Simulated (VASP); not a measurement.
Ga: electric field gradients with PBEsol

The system is Ga.

```xyz
4
Lattice="2.2093 -3.7444 0.0000 2.2093 3.7444 0.0000 0.0000 0.0000 4.4245" Properties=species:S:1:pos:R:3 pbc="T T T"
Ga    2.2093    2.6023    0.3473
Ga    2.2093   -1.1420    1.8649
Ga    2.2093   -2.6023    4.0772
Ga    2.2093    1.1420    2.5596
```

```yaml
Program: VASP 6.6.1
Task: electric field gradients
Functional: PBEsol
Potentials_or_basis: VASP PAW PBE potentials, release 64 (Ga_d)
Cutoff: 520 eV
k_mesh: 9 × 9 × 8
Occupations: fermi-dirac, width 0.05 eV
Spin: no spin polarisation
Dipole_correction: no
Further_INCAR_settings: ALGO = Normal; EDIFF = 1e-08; NBANDS = 34
```

The pressure is 2.8 GPa. The largest force is 0.479 eV/Å, the band gap on the k mesh is zero (bands 26 and 27 overlap by 1.30 eV) and the largest electric field gradient by atom is Ga -55.6 V/Å².

Forces in eV/Å, atoms in the order of the input:
```
Ga   0.000 -0.459  0.139
Ga   0.000 -0.459 -0.139
Ga   0.000  0.459 -0.139
Ga   0.000  0.459  0.139
```

Stress tensor (GPa, compression positive):
```
1.64 0.00 0.00
0.00 5.04 0.00
0.00 0.00 1.86
```

Levels at points of the mesh, in eV from the Fermi level:
| k point | band 22 | band 23 | band 24 | band 25 | band 26 | band 27 | band 28 | band 29 | band 30 | band 31 |
| --- | --- | --- | --- | --- | --- | --- | --- | --- | --- | --- |
| (0.00, 0.00, 0.00) | -4.32 | -3.81 | -1.71 | -1.52 | -0.95 | 0.90 | 0.92 | 1.10 | 5.46 | 5.69 |
| (0.00, 0.00, 0.50) | -9.57 | -0.08 | -0.08 | 0.09 | 0.09 | 0.19 | 0.19 | 2.27 | 2.27 | 3.80 |

Electric field gradients, principal values (V/Å²):
```tsv
atom	least	middle	greatest (by size)
1 Ga	23.695	31.882	-55.577
2 Ga	23.695	31.882	-55.577
3 Ga	23.695	31.882	-55.577
4 Ga	23.695	31.882	-55.577
```

Run time: 4.7 min on 1 thread of Intel(R) Xeon(R) Platinum 8488C (Sapphire Rapids) (shared host), peak memory 0.34 GiB.

Caveat: without QUAD_EFG the Cq values of the log hold for a quadrupole moment of 1 mb, not for the nuclei; the PAW data sets were made with another functional, which shifts forces and pressure a little.
